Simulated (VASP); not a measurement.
Set up this calculation in VASP 6.6.1, as the native input.

```yaml
Task: single point
Functional: PBE
Potentials_or_basis: VASP PAW PBE potentials, release 64 (Al, N)
Cutoff: 520 eV
k_mesh: 8 × 6 × 4
Occupations: gaussian, width 0.05 eV
Spin: no spin polarisation
Dipole_correction: no
Further_INCAR_settings: ALGO = Normal; EDIFF = 1e-07; NBANDS = 26
```

The structure of AlN lies in POSCAR:

```
AlN
1.0
   -1.6567491617      2.8695737234      0.0000000000
    0.0000000000      0.0000000000      4.1874629526
    4.9702474850      2.8695737234      0.0000000000
Al N
4 4
Direct
    0.5937006068      0.7500000000      0.2486019029
    0.0000000000      0.7500000000      0.6666666667
    0.0000000000      0.2500000000      0.3333333333
    0.5000000000      0.2500000000      0.8333333333
    0.5000000000      0.2500000000      0.1666666667
    0.0000000000      0.2500000000      0.6666666667
    0.0000000000      0.7500000000      0.3333333333
    0.5000000000      0.7500000000      0.8333333333
```

This cell differs from its parent crystal: atom 1 (Al) moved by +0.252 Å along [1 0 0] and +0.504 Å along [1 2 0].

The input as run:

INCAR

```
SYSTEM = AlN
PREC = Accurate ; ENCUT = 520
EDIFF = 1E-7 ; ISMEAR = 0
SIGMA = 0.05 ; LREAL = .FALSE.
LASPH = .TRUE. ; NELM = 60
ALGO = Normal ; ISIF = 2
LWAVE = .FALSE. ; LCHARG = .TRUE.
GGA = PE ; LELF = .TRUE.
LVHAR = .TRUE. ; NBANDS = 26
```

KPOINTS

```
regular mesh
0
G
  8 6 4
  0 0 0
```

Potentials or basis: VASP PAW PBE potentials, release 64 (Al, N).

Launch:

```bash
$ cat potpaw_PBE.64/Al/POTCAR potpaw_PBE.64/N/POTCAR > POTCAR
$ mpirun -np 1 vasp_std > vasp.out
```

It gave:

| Quantity | Value |
| --- | --- |
| Pressure | 16.9 GPa |
| Largest force | 22.782 eV/Å |
| Band gap on the k mesh | 2.50 eV |

Caveat: the cell differs from its parent crystal (atom 1 (Al) moved by +0.252 Å along [1 0 0] and +0.504 Å along [1 2 0]); the cell stands under pressure; forces of over 1 eV/Å act on the atoms, so gaps and moduli don't describe the material at rest.

Wall time 3.8 min on 1 thread of Intel Xeon 8259CL (shared host), peak memory 0.26 GiB.
